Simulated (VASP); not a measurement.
# GaAs (F-43m) in VASP: notebook

GaAs is run at these levels: PBEsol; tasks: vibrations by perturbation theory, elastic constants.

Everything below comes from runs of VASP 6.6.1. Logs are shortened: lines on timing, memory, paths and dates and some standing lists are left out, and cuts for length are marked.

### Step 1. The cell of the first run

It takes space group F-43m (No. 216, cubic). Conventional cell: a = 5.697 Å, b = 5.697 Å, c = 5.697 Å, α = 90.00°, β = 90.00°, γ = 90.00°. Within 3.3 Å of Ga (site symmetry -43m) lie 4 As at 2.47 Å. As (site symmetry -43m) has 4 Ga at 2.47 Å within 3.3 Å.

### Step 2. Vibrations by perturbation theory, PBEsol (23.11 Å³/atom)

INCAR reads:

```
SYSTEM = GaAs
PREC = Accurate
ENCUT = 520
EDIFF = 1E-8
ISMEAR = 0
SIGMA = 0.01
LREAL = .FALSE.
LASPH = .TRUE.
NELM = 100
ALGO = Normal
ISIF = 2
LWAVE = .FALSE.
LCHARG = .TRUE.
GGA = PS
IBRION = 8
NSW = 1
LEPSILON = .TRUE.
```

KPOINTS reads:

```
regular mesh
0
G
  12 12 12
  0 0 0
```

POSCAR reads:

```
GaAs
1.0
    0.0000000000      2.8482980125      2.8482980125
    2.8482980125      0.0000000000      2.8482980125
    2.8482980125      2.8482980125      0.0000000000
Ga As
1 1
Direct
    0.0000000000      0.0000000000      0.0000000000
    0.7500000000      0.7500000000      0.7500000000
```

Potentials or basis: VASP PAW PBE potentials, release 64 (Ga_d, As).

Run with:

```sh
$ cat potpaw_PBE.64/Ga_d/POTCAR potpaw_PBE.64/As/POTCAR > POTCAR
$ mpirun -np 1 vasp_std > vasp.out
```

OUTCAR:

```text
SYSTEM = GaAs
   PREC = Accurate
   ENCUT = 520
   EDIFF = 1E-8
   ISMEAR = 0
   LREAL = .FALSE.
   LASPH = .TRUE.
   NELM = 100
   ISIF = 2
   GGA = PS
   IBRION = 8
   NSW = 1
   LEPSILON = .TRUE.

 ion  position               nearest neighbor table
   1  0.000  0.000  0.000-   2 2.47   2 2.47   2 2.47   2 2.47
   2  0.750  0.750  0.750-   1 2.47   1 2.47   1 2.47   1 2.47

  LATTYP: Found a face centered cubic cell.
 ALAT       =     5.6965960250

  Lattice vectors:

 A1 = (   0.0000000000,   2.8482980125,   2.8482980125)
 A2 = (   2.8482980125,   0.0000000000,   2.8482980125)
 A3 = (   2.8482980125,   2.8482980125,   0.0000000000)

Analysis of symmetry for initial positions (statically):
=====================================================================
 Subroutine PRICEL returns:
 Original cell was already a primitive cell.

 Routine SETGRP: Setting up the symmetry group for a
 face centered cubic supercell.

 Subroutine GETGRP returns: Found 24 space group operations
 (whereof 24 operations were pure point group operations)
 out of a pool of 48 trial point group operations.

The static configuration has the point symmetry T_d .

Analysis of symmetry for dynamics (positions and initial velocities):
=====================================================================
 Subroutine PRICEL returns:
 Original cell was already a primitive cell.

 Routine SETGRP: Setting up the symmetry group for a
 face centered cubic supercell.

 Subroutine GETGRP returns: Found 24 space group operations
 (whereof 24 operations were pure point group operations)
 out of a pool of 48 trial point group operations.

The dynamic configuration has the point symmetry T_d .

 Subroutine INISYM returns: Found 24 space group operations
 (whereof 24 operations are pure point group operations),
 and found     1 'primitive' translations

[... 617 lines left out ...]
     0.00000  6.27217  0.00346

 MACROSCOPIC STATIC DIELECTRIC TENSOR (including local field effects in DFT)
 ------------------------------------------------------
          38.269246     0.000000    -0.000000
          -0.000000    38.269246    -0.000000
           0.000000     0.000000    38.269246
 ------------------------------------------------------

 PIEZOELECTRIC TENSOR (including local field effects)  for field in x, y, z        (e  Angst)
          XX          YY          ZZ          XY          YZ          ZX
  --------------------------------------------------------------------------------
  x    -0.00000     0.00000     0.00000     0.00000     2.83189     0.00000
  y     0.00000     0.00000     0.00000     0.00000     0.00000     2.83189
  z     0.00000     0.00000     0.00000     2.83189     0.00000     0.00000

 PIEZOELECTRIC TENSOR (including local field effects)  for field in x, y, z        (C/m^2)
          XX          YY          ZZ          XY          YZ          ZX
  --------------------------------------------------------------------------------
  x    -0.00000     0.00000     0.00000     0.00000     0.98175     0.00000
  y     0.00000     0.00000     0.00000     0.00000     0.00000     0.98175
  z     0.00000     0.00000     0.00000     0.98175     0.00000     0.00000

 BORN EFFECTIVE CHARGES (including local field effects) (in |e|, cummulative output)
 ---------------------------------------------------------------------------------
 ion    1
    1     2.22463    -0.00000     0.00000
    2    -0.00000     2.22463    -0.00000
    3     0.00000    -0.00000     2.22463
 ion    2
    1    -2.22463     0.00000    -0.00000
    2     0.00000    -2.22463     0.00000
    3    -0.00000     0.00000    -2.22463

 INTERNAL STRAIN TENSOR FOR ION    2 for displacements in x,y,z  (eV/Angst):
          X           Y           Z          XY          YZ          ZX
  --------------------------------------------------------------------------------
  x     0.00000     0.00000     0.00000     0.00000     6.27217     0.00000
  y     0.00000     0.00000     0.00000     0.00000     0.00000     6.27217
  z     0.00000     0.00000     0.00000     6.27217     0.00000     0.00000

 SECOND DERIVATIVES (NOT SYMMETRIZED)
 ------------------------------------
               1X          1Y          1Z          2X          2Y          2Z
  1X    -8.731182    0.000000    0.000000    8.731182    0.000000    0.000000
  1Y     0.000000   -8.731182    0.000000    0.000000    8.731182    0.000000
  1Z     0.000000    0.000000   -8.731182    0.000000    0.000000    8.731182
  2X     8.770613    0.000000    0.000000   -8.770613    0.000000    0.000000
  2Y     0.000000    8.770613    0.000000    0.000000   -8.770613    0.000000
  2Z     0.000000    0.000000    8.770613    0.000000    0.000000   -8.770613

 Eigenvectors and eigenvalues of the dynamical matrix
 ----------------------------------------------------

   1 f  =    7.695179 THz    48.350234 2PiTHz  256.683533 cm-1    31.824688 meV
             X         Y         Z           dx          dy          dz
      0.000000  0.000000  0.000000     0.000000   -0.718920    0.000000
      4.272447  4.272447  4.272447     0.000000    0.695092    0.000000
[... 21 lines left out ...]
   6 f/i=    0.008663 THz     0.054434 2PiTHz    0.288981 cm-1     0.035829 meV
             X         Y         Z           dx          dy          dz
      0.000000  0.000000  0.000000     0.615975   -0.316849   -0.057754
      4.272447  4.272447  4.272447     0.637090   -0.327710   -0.059734

--------------------------------------------------------------------------------------------------------

 MACROSCOPIC STATIC DIELECTRIC TENSOR IONIC CONTRIBUTION
 ------------------------------------------------------
           2.214324    -0.000000     0.000000
          -0.000000     2.214324    -0.000000
           0.000000    -0.000000     2.214324
 ------------------------------------------------------

 ELASTIC MODULI CONTR FROM IONIC RELAXATION (kBar)
 Direction    XX          YY          ZZ          XY          YZ          ZX
 --------------------------------------------------------------------------------
 XX          -0.0000     -0.0000     -0.0000     -0.0000     -0.0000      0.0000
 YY          -0.0000     -0.0000     -0.0000     -0.0000     -0.0000     -0.0000
 ZZ          -0.0000     -0.0000     -0.0000     -0.0000     -0.0000      0.0000
 XY          -0.0000     -0.0000     -0.0000   -154.2171     -0.0000      0.0000
 YZ          -0.0000     -0.0000     -0.0000     -0.0000   -154.2171      0.0000
 ZX           0.0000     -0.0000      0.0000      0.0000      0.0000   -154.2171
 --------------------------------------------------------------------------------

 PIEZOELECTRIC TENSOR IONIC CONTR  for field in x, y, z        (C/m^2)
          XX          YY          ZZ          XY          YZ          ZX
  --------------------------------------------------------------------------------
  x    -0.00000    -0.00000    -0.00000    -0.00000    -0.54987     0.00000
  y     0.00000    -0.00000     0.00000     0.00000     0.00000    -0.54987
  z    -0.00000    -0.00000    -0.00000    -0.54987    -0.00000     0.00000
```

OSZICAR:

```text
N       E                     dE             d eps       ncg     rms          rms(c)
DAV:   1     0.813450345206E+02    0.81345E+02   -0.91210E+03  1872   0.188E+03
DAV:   2    -0.275401312811E+01   -0.84099E+02   -0.81087E+02  2042   0.330E+02
DAV:   3    -0.916775676440E+01   -0.64137E+01   -0.63732E+01  2317   0.765E+01
DAV:   4    -0.928021721793E+01   -0.11246E+00   -0.11242E+00  2198   0.112E+01
[... 191 lines left out ...]
RMM:   7    -0.436555020143E-01   -0.13360E-06   -0.26711E-08 14348   0.231E-03    0.295E-04
RMM:   8    -0.436545507435E-01    0.95127E-06    0.13286E-08 13677   0.950E-04    0.421E-05
RMM:   9    -0.436543527850E-01    0.19796E-06   -0.34544E-09 14502   0.310E-04    0.152E-05
RMM:  10    -0.436542777157E-01    0.75069E-07   -0.45674E-09 14186   0.111E-04    0.458E-06
RMM:  11    -0.436542787456E-01   -0.10299E-08    0.89869E-10 14494   0.417E-05    0.219E-06
 Linear response finished
```

Wall time 42 min (1 thread of Intel Xeon 8259CL, shared host); peak memory 0.53 GiB.

What came out:

```
Electronic dielectric tensor (diagonal)                 : 38.27
Born charges (mean of the diagonal)                     : Ga +2.22; As -2.22 e
Highest phonon frequency at Γ, LO-TO splitting left out : 257 cm⁻¹
```

Phonon frequencies in cm⁻¹ (negative: imaginary):
```csv
q point,frequencies
"(0.000, 0.000, 0.000)",0 0 0 257 257 257
```

Electronic dielectric tensor:
```
38.27  0.00  0.00
 0.00 38.27  0.00
 0.00  0.00 38.27
```

Born effective charge tensors (e):
atom 1, Ga
```
2.22 0.00 0.00
0.00 2.22 0.00
0.00 0.00 2.22
```
atom 2, As
```
-2.22  0.00  0.00
 0.00 -2.22  0.00
 0.00  0.00 -2.22
```

Caveat: the cell stands under pressure or tension, which shifts response properties; the PAW data sets were made with another functional, which shifts forces and pressure a little.

(Part 1 of 2 ends here.)
